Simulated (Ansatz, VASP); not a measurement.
ZnW: VASP beside Ansatz

```xyz
4
Lattice="0.0000 3.1304 3.1304 3.1304 0.0000 3.1304 3.1304 3.1304 0.0000" Properties=species:S:1:pos:R:3 pbc="T T T"
Zn    3.1304    3.1304    3.1304
Zn    4.6955    4.6955    4.6955
W     0.0000    0.0000    0.0000
W     1.5652    1.5652    1.5652
```

Alike in both runs: functional PBE; k mesh 6 × 6 × 6; occupations gaussian, width 0.1 eV; no spin polarisation.

Ansatz relaxed the structure, and its values are those at the end. VASP's run is a single point on that final structure, the one shown.

```csv
,VASP,Ansatz
version,VASP 6.6.1,Ansatz 0.2.0
potentials or method,"VASP PAW PBE potentials, release 64 (Zn, W_sv), cutoff 520 eV","scalar-relativistic, plane waves, PAW"
valence electrons in the cell,52,52
```

VASP gave:

* gap on the k mesh at the Fermi level (eV): none
* pressure (GPa): 0.6

Estimate Ansatz's values.

gap on the k mesh at the Fermi level (eV): none; pressure (GPa): 0.1.

A gap of «none» marks a metal or a gap that the smearing closes. With one functional, cell and mesh, what is left measures potentials, basis and numerics.

Spin-orbit coupling is off throughout.
